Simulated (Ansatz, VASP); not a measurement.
Two plane-wave programs on Cd4C3

```
Cd C
1.0
     4.36687    0.00000    0.00000
    -2.18343    3.78182    0.00000
     0.00000    0.00000    7.12670
Cd C
4 3
Cartesian
  0.0000 0.0000 1.5297
  0.0000 0.0000 5.5970
  0.0000 2.5212 3.5633
  2.1834 1.2606 3.5633
  -1.0917 1.8909 0.0000
  2.1834 0.0000 0.0000
  1.0917 1.8909 0.0000
```

Change from the starting cell: species swapped into the Zr4Al3 type (P6/mmm, No. 191).

Alike in both runs: task single point; functional PBE; k mesh 6 × 6 × 4; occupations gaussian, width 0.1 eV; collinear spin.

|  | VASP | Ansatz |
| --- | --- | --- |
| version | VASP 6.6.1 | Ansatz 0.2.0 |
| potentials or method | VASP PAW PBE potentials, release 64 (Cd, C), cutoff 520 eV | scalar-relativistic, plane waves, PAW |
| valence electrons in the cell | 60 | 92 |

VASP gave:

| Quantity | Value |
| --- | --- |
| gap on the k mesh at the Fermi level (eV) | none |
| pressure (GPa) | 0.7 |
| traceless stress, the component that is largest in VASP (GPa) | -0.07 |
| rms of the force components (eV/Å) | 0.009 |
| net moment per atom (μB) | 0.00 |

Estimate Ansatz's values.

gap on the k mesh at the Fermi level (eV): none; pressure (GPa): 0.1; traceless stress, the component that is largest in VASP (GPa): 0.20; rms of the force components (eV/Å): 0.002; net moment per atom (μB): 0.00.

Atom by atom the forces differ by 0.012 eV/Å (rms over components). A gap of «none» marks a metal or a gap that the smearing closes. VASP's potentials hold 60 valence electrons a cell and Ansatz's 92, so a difference there can come from the potentials and not from the codes. Ansatz's warnings: seeded moment not kept.
